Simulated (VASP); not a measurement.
# TiAl3 (I4/mmm) in VASP: further runs, part 2 of 2

VASP 6.6.1. Earlier steps stand in the parts before.

**3. Single point, r2SCAN**

The input, POSCAR:

```
TiAl3
1.0
   -1.9120003552      1.9120003552      4.2819150380
    1.9120003552     -1.9120003552      4.2819150380
    1.9120003552      1.9120003552     -4.2819150380
Ti Al
1 3
Direct
    0.0000000000      0.0000000000      0.0000000000
    0.5000000000      0.5000000000      0.0000000000
    0.7500000000      0.2500000000      0.5000000000
    0.2500000000      0.7500000000      0.5000000000
```

The input, INCAR.step1:

```
PREC     = Accurate       # precision mode
ENCUT    = 550            # plane-wave cutoff, eV
ISMEAR   = 0              # smearing method
SIGMA    = 0.15           # smearing width, eV
LREAL    = F              # projectors in reciprocal space
LASPH    = T              # aspherical terms in the spheres
NELM     = 120            # most SCF steps
NBANDS   = 18             # bands
GGA      = PE             # functional
ALGO     = Normal         # electronic algorithm
EDIFF    = 1E-5           # SCF threshold, eV
LWAVE    = T              # write WAVECAR
LCHARG   = F              # write CHGCAR
GGA_COMPAT= F
```

The input, INCAR.step2:

```
PREC     = Accurate       # precision mode
ENCUT    = 550            # plane-wave cutoff, eV
EDIFF    = 1E-6           # SCF threshold, eV
ISMEAR   = 0              # smearing method
SIGMA    = 0.15           # smearing width, eV
LREAL    = F              # projectors in reciprocal space
LASPH    = T              # aspherical terms in the spheres
NELM     = 120            # most SCF steps
ALGO     = Normal         # electronic algorithm
ISIF     = 2              # what is computed and relaxed
LWAVE    = F              # write WAVECAR
LCHARG   = T              # write CHGCAR
METAGGA  = R2SCAN         # meta-GGA
LMIXTAU  = T            
LELF     = T              # ELF
LVHAR    = T            
NBANDS   = 18             # bands
ISTART   = 1            
GGA_COMPAT= F
```

The input, KPOINTS:

```
regular mesh
0
Gamma
  20 20 20
```

Potentials or basis: VASP PAW PBE potentials, release 64 (Ti_sv, Al).

Started as:

```sh
> cat potpaw_PBE.64/Ti_sv/POTCAR potpaw_PBE.64/Al/POTCAR > POTCAR
> cp INCAR.step1 INCAR
> mpirun -np 1 vasp_std > vasp.out
> cp INCAR.step2 INCAR
> mpirun -np 1 vasp_std > vasp.out
```

OUTCAR:

```text
PREC = Accurate
   ENCUT = 550
   EDIFF = 1E-6
   ISMEAR = 0
   LREAL = F
   LASPH = T
   NELM = 120
   ISIF = 2
   METAGGA = R2SCAN
   ISTART = 1

 ion  position               nearest neighbor table
   1  0.000  0.000  0.000-   2 2.70   2 2.70   2 2.70   2 2.70   4 2.87   3 2.87   4 2.87   4 2.87
                             3 2.87   3 2.87   4 2.87   3 2.87
   2  0.500  0.500  0.000-   1 2.70   1 2.70   1 2.70   1 2.70   4 2.87   3 2.87   4 2.87   3 2.87
                             4 2.87   4 2.87   3 2.87   3 2.87
   3  0.750  0.250  0.500-   4 2.70   4 2.70   4 2.70   4 2.70   2 2.87   1 2.87   2 2.87   1 2.87
                             2 2.87   2 2.87   1 2.87   1 2.87
   4  0.250  0.750  0.500-   3 2.70   3 2.70   3 2.70   3 2.70   2 2.87   1 2.87   2 2.87   2 2.87
                             1 2.87   1 2.87   2 2.87   1 2.87

  LATTYP: Found a body centered tetragonal cell.
 ALAT       =     3.8240007104
 C/A-ratio  =     2.2394948967

  Lattice vectors:

 A1 = (  -1.9120003552,   1.9120003552,   4.2819150380)
 A2 = (   1.9120003552,  -1.9120003552,   4.2819150380)
 A3 = (   1.9120003552,   1.9120003552,  -4.2819150380)

Analysis of symmetry for initial positions (statically):
=====================================================================
 Subroutine PRICEL returns:
 Original cell was already a primitive cell.

 Routine SETGRP: Setting up the symmetry group for a
 body centered tetragonal supercell.

 Subroutine GETGRP returns: Found 16 space group operations
 (whereof 16 operations were pure point group operations)
 out of a pool of 16 trial point group operations.

The static configuration has the point symmetry D_4h.

Analysis of symmetry for dynamics (positions and initial velocities):
=====================================================================
 Subroutine PRICEL returns:
 Original cell was already a primitive cell.

 Routine SETGRP: Setting up the symmetry group for a
 body centered tetragonal supercell.

 Subroutine GETGRP returns: Found 16 space group operations
[... 128 lines left out ...]
  volume/ion in A,a.u.               =      15.65       105.64
  Fermi-wavevector in a.u.,A,eV,Ry     =   1.137426  2.149424 17.602383  1.293739
  Thomas-Fermi vector in A             =   2.274131
   LORBIT       =      0    0 simple, 1 ext, 2 COOP (PROOUT), +10 PAW based schemes
   METAGGA = R2SCAN    functional components
   LHFCALC =     F    Hartree Fock is set to
   AEXX    =    0.0000 exact exchange contribution
   IVDW    =     0    specifies the selected vdW correction
   LEPSILON=     F    determine dielectric tensor
   LRPA    =     F    only Hartree local field effects (RPA)
 non-spin polarized calculation
 Gauss-broadening in eV      SIGMA  =   0.15
  energy-cutoff  :      550.00
  volume of cell :       62.61
 maximum number of plane-waves:      1865
   NGX = 19   NGY = 19   NGZ = 19

 number of electron      20.9999999 magnetization

 Free energy of the ion-electron system (eV)
  ---------------------------------------------------
  ext. energy  EPLUGINS =         0.00000000
  ---------------------------------------------------
  free energy    TOTEN  =       -34.91565453 eV

  energy without entropy =      -34.89772128  energy(sigma->0) =      -34.90668791

 E-fermi :   8.3578     XC(G=0): -11.5523

 val. band max:        8.3554441250   @ k =  -0.1000   0.1000   0.0500
 cond. band min:       8.3585950330   @ k =   0.5000   0.5000   0.3000
 fundamental gap:      0.0031509080
 Fermi energy:         8.3578382091

 k-point     1 :       0.0000    0.0000    0.0000
  band No.  band energies     occupation
      1     -50.4569      2.00000
      2     -25.7288      2.00000
      3     -25.7288      2.00000
      4     -25.6578      2.00000
      5      -2.3892      2.00000
      6       5.3834      2.00000
[... 481 lines left out ...]
      5      -0.8554      2.00000
      6       2.7472      2.00000
[... 10 lines left out ...]
     17      13.6314      0.00000
     18      13.7457      0.00000

 [... further k-points ...]

------------------------ aborting loop because EDIFF is reached ----------------------------------------

  FORCE on cell =-STRESS in cart. coord.  units (eV):
  Direction    XX          YY          ZZ          XY          YZ          ZX
  --------------------------------------------------------------------------------------
  -------------------------------------------------------------------------------------
  Total       -0.0298727     -0.0298727     -0.0596655      0.0000000     -0.0000000      0.0000000
  in kB       -0.7643820     -0.7643820     -1.5267214      0.0000000     -0.0000000      0.0000000
  external PRESSURE =      -1.0184951 kB  Pullay stress =       0.0000000 kB

 VOLUME and BASIS-vectors are now :
 -----------------------------------------------------------------------------
  energy-cutoff  :      550.00
  volume of cell :       62.61
      direct lattice vectors                 reciprocal lattice vectors
    -1.912000355  1.912000355  4.281915038     0.000000000  0.261506228  0.116770182
     1.912000355 -1.912000355  4.281915038     0.261506228  0.000000000  0.116770182
     1.912000355  1.912000355 -4.281915038     0.261506228  0.261506228  0.000000000

 POSITION                                       TOTAL-FORCE (eV/Angst)
 -----------------------------------------------------------------------------------
      0.00000      0.00000      0.00000         0.000000      0.000000      0.000000
      0.00000      0.00000      4.28192         0.000000      0.000000      0.000000
      0.00000      1.91200      2.14096         0.000000     -0.000000      0.000000
      1.91200      0.00000      2.14096        -0.000000      0.000000     -0.000000
 -----------------------------------------------------------------------------------
    total drift:                               -0.000000     -0.000000     -0.000000

  FREE ENERGIE OF THE ION-ELECTRON SYSTEM (eV)
  ---------------------------------------------------
  free  energy   TOTEN  =       -34.9156545322 eV

  energy  without entropy=      -34.8977212807  energy(sigma->0) =      -34.90668791
```

OUTCAR.step1:

```text
PREC = Accurate
   ENCUT = 550
   ISMEAR = 0
   LREAL = F
[... 737 lines left out ...]
      0.00000      0.00000      0.00000        -0.000000      0.000000      0.000000
      0.00000      0.00000      4.28192        -0.000000      0.000000      0.000000
      0.00000      1.91200      2.14096        -0.000000      0.000000     -0.000000
      1.91200      0.00000      2.14096         0.000000     -0.000000     -0.000000
 -----------------------------------------------------------------------------------
    total drift:                               -0.000000     -0.000000     -0.000000

  FREE ENERGIE OF THE ION-ELECTRON SYSTEM (eV)
  ---------------------------------------------------
  free  energy   TOTEN  =       -20.6641534285 eV

  energy  without entropy=      -20.6448782157  energy(sigma->0) =      -20.65451582
```

OSZICAR.step1:

```text
N       E                     dE             d eps       ncg     rms          rms(c)
DAV:   1     0.124414436288E+03    0.12441E+03   -0.95036E+03 23076   0.112E+03
DAV:   2    -0.137660435792E+02   -0.13818E+03   -0.13449E+03 23436   0.291E+02
DAV:   3    -0.224299382358E+02   -0.86639E+01   -0.85085E+01 36400   0.672E+01
DAV:   4    -0.226714986890E+02   -0.24156E+00   -0.24089E+00 29146   0.102E+01
DAV:   5    -0.226798938898E+02   -0.83952E-02   -0.83934E-02 35184   0.190E+00    0.110E+01
DAV:   6    -0.214436614027E+02    0.12362E+01   -0.20474E+01 31728   0.346E+01    0.689E+00
DAV:   7    -0.207459572815E+02    0.69770E+00   -0.80707E+00 29448   0.203E+01    0.307E+00
DAV:   8    -0.207268791074E+02    0.19078E-01   -0.12069E+00 29360   0.866E+00    0.196E+00
DAV:   9    -0.206641418620E+02    0.62737E-01   -0.43654E-01 29816   0.501E+00    0.244E-01
DAV:  10    -0.206660388607E+02   -0.18970E-02   -0.10326E-02 27622   0.668E-01    0.312E-01
DAV:  11    -0.206641935191E+02    0.18453E-02   -0.65093E-03 32278   0.556E-01    0.688E-02
DAV:  12    -0.206641525523E+02    0.40967E-04   -0.49471E-04 30816   0.152E-01    0.379E-02
DAV:  13    -0.206641534285E+02   -0.87627E-06   -0.76956E-06 16718   0.230E-02
   1 F= -.20664153E+02 E0= -.20654516E+02  d E =-.192752E-01
```

It took 1.5 h on 1 thread of Intel Xeon 8259CL, shared host; peak memory 0.84 GiB.

Results:

```yaml
Free_energy: -34.9157 eV
Pressure: -0.1 GPa
Band_gap_on_the_k_mesh: zero (an odd number of electrons rules out a gap without spin polarisation)
```

Levels at points of the mesh, in eV from the Fermi level:
| k point | band 8 | band 9 | band 10 | band 11 | band 12 | band 13 | band 14 | band 15 |
| --- | --- | --- | --- | --- | --- | --- | --- | --- |
| (0.00, 0.00, 0.00) | -1.47 | -1.32 | -1.32 | 0.86 | 1.75 | 1.75 | 2.18 | 2.87 |
| (0.50, 0.00, 0.00) | -3.15 | -1.16 | -0.27 | 0.56 | 2.06 | 2.15 | 2.91 | 3.30 |
| (0.50, 0.50, 0.00) | -4.13 | -3.03 | -2.35 | -1.06 | 1.94 | 2.24 | 2.76 | 2.98 |
| (0.50, 0.50, 0.50) | -1.06 | -1.06 | -0.28 | 0.78 | 0.78 | 0.99 | 3.21 | 5.27 |

Caveat: the PAW data sets were made with another functional, which shifts forces and pressure a little.
